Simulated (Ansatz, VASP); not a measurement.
Two plane-wave programs on Y

INCAR

```
SYSTEM = Y
PREC = Accurate
ENCUT = 520
EDIFF = 1E-7
ISMEAR = -1
SIGMA = 0.1
LREAL = .FALSE.
LASPH = .TRUE.
NELM = 80
ALGO = Normal
ISIF = 2
LWAVE = .FALSE.
LCHARG = .FALSE.
GGA = RE
NBANDS = 12
```

Contents of KPOINTS:

```
Automatic mesh
0
G
  18 18 18
  0 0 0
```

File POSCAR:

```
Y
1.0
   -2.0957389197      2.0957389197      2.0957389197
    2.0957389197     -2.0957389197      2.0957389197
    2.0957389197      2.0957389197     -2.0957389197
Y
1
Direct
    0.0000000000      0.0000000000      0.0000000000
```

Input for Ansatz:

```yaml
crystal:
  lattice:
    - [-2.0957389197, 2.0957389197, 2.0957389197]
    - [2.0957389197, -2.0957389197, 2.0957389197]
    - [2.0957389197, 2.0957389197, -2.0957389197]
  atoms:
    - { symbol: "Y", position: [0.0, 0.0, 0.0] }
hamiltonian:
  xc: revpbe
  pseudopotentials:
    kind: paw
    azcp:
      "Y": "pseudopotentials/Y.paw.azcp"
basis:
  ecutwfc: 420
  fft_grid_basis: typed
kpoints:
  mp_grid: { grid: [18, 18, 18], shift: [0, 0, 0] }
magnetization:
  spin_polarized: false
scf:
  occupations: { method: fermi_dirac, width: 0.1 }
output:
  stress: true
```

Alike in both runs: task single point; functional revPBE; k mesh 18 × 18 × 18; occupations fermi-dirac, width 0.1 eV; no spin polarisation.

|  | VASP | Ansatz |
| --- | --- | --- |
| version | VASP 6.6.1 | Ansatz 0.2.0 |
| potentials or method | VASP PAW PBE potentials, release 64 (Y_sv), cutoff 520 eV | plane waves (420 eV) with PAW, scalar-relativistic |
| valence electrons in the cell | 11 | 11 |

|  | VASP | Ansatz | Ansatz less VASP |
| --- | --- | --- | --- |
| pressure (GPa) | -2.6 | -2.5 | +0.06 |

VASP's potentials were made for PBE, not for revPBE. The functional is the same, so the differences come from potentials, cutoffs and numerics.
